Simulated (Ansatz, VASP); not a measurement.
One calculation of PbS, two programs

Contents of INCAR:

```
SYSTEM = PbS
ALGO     = Normal         ! electronic algorithm
EDIFF    = 1E-7           ! SCF threshold, eV
ENCUT    = 520            ! plane-wave cutoff, eV
GGA      = PE             ! functional
ISIF     = 2              ! what is computed and relaxed
ISMEAR   = 0              ! smearing method
LASPH    = .True.         ! aspherical terms in the spheres
LCHARG   = .True.         ! write CHGCAR
LELF     = .True.         ! ELF
LREAL    = .False.        ! projectors in reciprocal space
LVHAR    = .True.       
LWAVE    = .False.        ! write WAVECAR
NBANDS   = 17             ! bands
NELM     = 80             ! most SCF steps
PREC     = Accurate       ! precision mode
SIGMA    = 0.03           ! smearing width, eV
```

The input KPOINTS:

```
k-points
0
Gamma
  10 10 10
  0 0 0
```

File POSCAR:

```
PbS
1.0
    0.0000000000      3.0094750000      3.0094750000
    3.0094750000      0.0000000000      3.0094750000
    3.0094750000      3.0094750000      0.0000000000
Pb S
1 1
Direct
    0.0000000000      0.0000000000      0.0000000000
    0.5000000000      0.5000000000      0.5000000000
```

Input for Ansatz:

```yaml
crystal:
  lattice:
    - [0.0, 3.009475, 3.009475]
    - [3.009475, 0.0, 3.009475]
    - [3.009475, 3.009475, 0.0]
  atoms:
    - { symbol: Pb, position: [0.0, 0.0, 0.0] }
    - { symbol: S, position: [0.5, 0.5, 0.5] }
basis:
  ecutwfc: 420
kpoints:
  mp_grid: { grid: [10, 10, 10] }
hamiltonian:
  xc: pbe
scf:
  occupations: { method: gaussian, width: 0.03 }
output:
  forces: true
  stress: true
  eigenvalues: true
```

Change from the starting cell: strain +0.015 along x and y, +0.015 along z, atoms carried along.

Alike in both runs: task single point; functional PBE; k mesh 10 × 10 × 10; occupations gaussian, width 0.03 eV; no spin polarisation.

|  | VASP | Ansatz |
| --- | --- | --- |
| version | VASP 6.6.1 | Ansatz 0.2.0 |
| potentials or method | VASP PAW PBE potentials, release 64 (Pb_d, S), cutoff 520 eV | scalar-relativistic, plane waves, PAW |
| valence electrons in the cell | 20 | 20 |

```csv
,VASP,Ansatz,Ansatz less VASP
gap on the k mesh at the Fermi level (eV),0.52,0.51,-0.006
least direct gap on the mesh (eV),0.52,0.51,-0.006
pressure (GPa),-0.3,-0.3,+0.07
```

Spin-orbit coupling is off throughout.
